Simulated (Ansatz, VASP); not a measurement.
**Two plane-wave programs on BaHfO3**

Contents of INCAR:

```
SYSTEM = BaHfO3
ALGO = Normal ; EDIFF = 1E-6
ENCUT = 520 ; GGA = PE
ISIF = 2 ; ISMEAR = 1
LASPH = .True. ; LCHARG = .True.
LELF = .True. ; LREAL = .False.
LVHAR = .True. ; LWAVE = .False.
NBANDS = 27 ; NELM = 60
PREC = Accurate ; SIGMA = 0.001
```

The input KPOINTS:

```
k-points
0
Gamma
  4 4 4
  0 0 0
```

File POSCAR:

```
BaHfO3
1.0
    4.1770517754      0.0000000000      0.0000000000
    0.0000000000      4.1770517754      0.0000000000
    0.0000000000      0.0000000000      4.1770487585
Ba Hf O
1 1 3
Direct
    0.5000000000      0.5000000000      0.9979971537
    0.0000000000      0.0000000000      0.4979944541
    0.0000000000      0.5000000000      0.4980131360
    0.5000000000      0.0000000000      0.4980131360
    0.0000000000      0.0000000000      0.9980039101
```

Input for Ansatz:

```yaml
crystal:
  lattice:
    - [4.1770517754, 0.0, 0.0]
    - [0.0, 4.1770517754, 0.0]
    - [0.0, 0.0, 4.1770487585]
  atoms:
    - { symbol: Ba, position: [0.5, 0.5, 0.9979971537] }
    - { symbol: Hf, position: [0.0, 0.0, 0.4979944541] }
    - { symbol: O, position: [0.0, 0.5, 0.498013136] }
    - { symbol: O, position: [0.5, 0.0, 0.498013136] }
    - { symbol: O, position: [0.0, 0.0, 0.9980039101] }
kpoints:
  mp_grid: { grid: [4, 4, 4] }
hamiltonian:
  xc: pbe
scf:
  occupations: { method: methfessel_paxton, width: 0.001 }
  n_extra_bands: 5
output:
  forces: true
  stress: true
  eigenvalues: true
```

Alike in both runs: task single point; functional PBE; k mesh 4 × 4 × 4; occupations methfessel-paxton of order 1, width 0.001 eV; no spin polarisation.

|  | VASP | Ansatz |
| --- | --- | --- |
| version | VASP 6.6.1 | Ansatz 0.2.0 |
| potentials or method | VASP PAW PBE potentials, release 64 (Ba_sv, Hf_pv, O) | plane waves |
| plane-wave cutoff (eV) | 520 | 420 |
| valence electrons in the cell | 38 | 54 |

```csv
,VASP,Ansatz,Ansatz less VASP
gap on the k mesh at the Fermi level (eV),3.57,3.66,+0.089
pressure (GPa),2.9,3.4,+0.53
```

The functional is the same, so the differences come from potentials, cutoffs and numerics. VASP's potentials hold 38 valence electrons a cell and Ansatz's 54, so a difference there can come from the potentials and not from the codes. Ansatz's warnings: structure snapped to symmetry.

Neither program's run includes spin-orbit coupling.
